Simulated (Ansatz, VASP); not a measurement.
One calculation of B, two programs

The input INCAR:

```
PREC     = Accurate       # precision mode
ENCUT    = 600            # plane-wave cutoff, eV
EDIFF    = 1E-6           # SCF threshold, eV
ISMEAR   = 0              # smearing method
SIGMA    = 0.1            # smearing width, eV
LREAL    = False          # projectors in reciprocal space
LASPH    = True           # aspherical terms in the spheres
NELM     = 100            # most SCF steps
ALGO     = Normal         # electronic algorithm
ISIF     = 3              # what is computed and relaxed
LWAVE    = False          # write WAVECAR
LCHARG   = False          # write CHGCAR
GGA      = PE             # functional
IBRION   = 2              # ionic algorithm
NSW      = 100            # ionic steps
EDIFFG   = -0.015         # ionic threshold
```

The input KPOINTS:

```
regular mesh
0
Gamma
  8 6 6
```

Contents of POSCAR:

```
B
1.0
    1.5293504521      0.0176848639     -2.6916717918
   -1.8281949366     -2.8041138580     -2.6202949368
   -1.9450430078      2.9780995688     -2.7242217270
B
8
Direct
    0.3571450275      0.7309318460      0.7057272934
    0.7281829924      0.1789818109      0.6907193004
    0.8252289018      0.7169865023      0.2478856508
    0.3874758075      0.1332020258      0.1807102311
    0.7201457435      0.8234465081      0.8330969484
    0.1557188084      0.3371164044      0.8049667037
    0.1812781734      0.8024677193      0.2681273473
    0.6448245455      0.2768671831      0.2687665250
```

Input for Ansatz:

```yaml
crystal:
  lattice:
    - [1.5293504521, 0.0176848639, -2.6916717918]
    - [-1.8281949366, -2.804113858, -2.6202949368]
    - [-1.9450430078, 2.9780995688, -2.724221727]
  atoms:
    - { symbol: B, position: [0.3571450275, 0.730931846, 0.7057272934] }
    - { symbol: B, position: [0.7281829924, 0.1789818109, 0.6907193004] }
    - { symbol: B, position: [0.8252289018, 0.7169865023, 0.2478856508] }
    - { symbol: B, position: [0.3874758075, 0.1332020258, 0.1807102311] }
    - { symbol: B, position: [0.7201457435, 0.8234465081, 0.8330969484] }
    - { symbol: B, position: [0.1557188084, 0.3371164044, 0.8049667037] }
    - { symbol: B, position: [0.1812781734, 0.8024677193, 0.2681273473] }
    - { symbol: B, position: [0.6448245455, 0.2768671831, 0.268766525] }
basis:
  ecutwfc: 420
kpoints:
  mp_grid: { grid: [8, 6, 6] }
hamiltonian:
  xc: pbe
scf:
  occupations: { method: gaussian, width: 0.1 }
output:
  forces: true
  stress: true
  eigenvalues: true
relax:
  adjacent_minimum: "off"
  f_tol: 0.015
  max_steps: 120
  cell: { stress_tol: 0.15 }
```

Change from the starting cell: F type (C2/c, No. 15); cell x4, atoms moved at random (sigma 0.15 Å) and cell strained at random (1.5 %), then relaxed without symmetry.

Alike in both runs: task relaxation of cell and atoms; functional PBE; k mesh 8 × 6 × 6; occupations gaussian, width 0.1 eV; no spin polarisation.

|  | VASP | Ansatz |
| --- | --- | --- |
| version | VASP 6.6.1 | Ansatz 0.2.0 |
| potentials or method | VASP PAW PBE potentials, release 64 (B), cutoff 600 eV | scalar-relativistic, plane waves, PAW |
| valence electrons in the cell | 24 | 24 |

```csv
,VASP,Ansatz,Ansatz less VASP
"gap on the k mesh at the Fermi level, each at its own relaxed structure (eV)",none,none,-
relaxed volume (Å³/atom),7.12,6.58,-0.541
relaxed length of the cell vector where the two differ most in proportion (Å),5.151,4.325,-0.8260
```

A gap of «none» marks a metal or a gap that the smearing closes. One of these differences is far larger than is usual between the two programs; its cause wasn't traced.
